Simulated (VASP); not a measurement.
Here is a VASP 6.6.1 calculation.

The input INCAR:

```
  PREC = Accurate
  ENCUT = 520
  EDIFF = 1E-6
  ISMEAR = 0
  SIGMA = 0.15
  LREAL = False
  LASPH = True
  NELM = 100
  ALGO = Fast
  ISIF = 2
  LWAVE = False
  LCHARG = False
  GGA = PS
  NBANDS = 18
```

The input KPOINTS:

```
Automatic mesh
0
Gamma
  18 18 14
```

Contents of POSCAR:

```
Cu
1.0
    0.0000000000     -1.8075000000     -1.8075000000
    0.0000000000      1.8075000000     -1.8075000000
    3.6150000000      0.0000000000      0.0000000000
Cu
2
Direct
    0.4559892045      0.5000000000      0.5000000000
    0.0440107955      0.0000000000      0.0000000000
```

Potentials or basis: VASP PAW PBE potentials, release 64 (Cu).

Run with:

```sh
$ cat potpaw_PBE.64/Cu/POTCAR > POTCAR
$ mpirun -np 1 vasp_std > vasp.out
```

(1) Estimate the band gap on the k mesh.

(2) What does it give for the largest force?

(3) What does it give for the pressure?

## Answers

(1) zero (bands 11 and 12 overlap by 7.72 eV).

(2) 0.710 eV/Å.

(3) -4.0 GPa.

Caveat: the cell differs from its parent crystal (atoms displaced along a vibrational mode); the cell stands under tension; the PAW data sets were made with another functional, which shifts forces and pressure a little.
